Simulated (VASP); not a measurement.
SrTiO3: single point with PBEsol

Crystal: SrTiO3.

```xyz
5
Lattice="3.9050 0.0000 0.0000 0.0000 3.9050 0.0000 0.0000 0.0000 3.7879" Properties=species:S:1:pos:R:3 pbc="T T T"
Sr    0.0000    0.0000    0.0000
Ti    1.9525    1.9525    1.8939
O     0.0000    1.9525    1.8939
O     1.9525    0.0000    1.8939
O     1.9525    1.9525    0.0000
```

This cell differs from its parent crystal: zz strain of -3 %.

```json
{
  "Program": "VASP 6.6.1",
  "Task": "single point",
  "Functional": "PBEsol",
  "Potentials or basis": "VASP PAW PBE potentials, release 64 (Sr_sv, Ti_sv, O)",
  "Cutoff": "520 eV",
  "k mesh": "7 × 7 × 7",
  "Occupations": "fermi-dirac, width 0.05 eV",
  "Spin": "no spin polarisation"
}
```

| Item | Value |
| --- | --- |
| Pressure | 4.8 GPa |
| Band gap on the k mesh | 1.88 eV (least direct gap 2.13 eV) |

Stress tensor (GPa, compression positive):
```
 1.95  0.00  0.00
 0.00  1.95  0.00
 0.00  0.00 10.64
```

Levels at points of the mesh, in eV from the valence-band top:
| k point | band 16 | band 17 | band 18 | band 19 | band 20 | band 21 | band 22 | band 23 | band 24 | band 25 |
| --- | --- | --- | --- | --- | --- | --- | --- | --- | --- | --- |
| (0.00, 0.00, 0.00) | -1.21 | -1.10 | -0.29 | -0.29 | -0.24 | 1.88 | 1.94 | 1.94 | 4.50 | 4.71 |

Wall time 43 s on 1 thread of Intel(R) Xeon(R) Platinum 8488C (Sapphire Rapids), on a shared host, peak memory 0.2 GiB.

Caveat: the cell differs from its parent crystal (zz strain of -3 %); the stress differs along the axes, from 2 to 11 GPa; the PAW data sets were made with another functional, which shifts forces and pressure a little. A k mesh can miss the band edges.
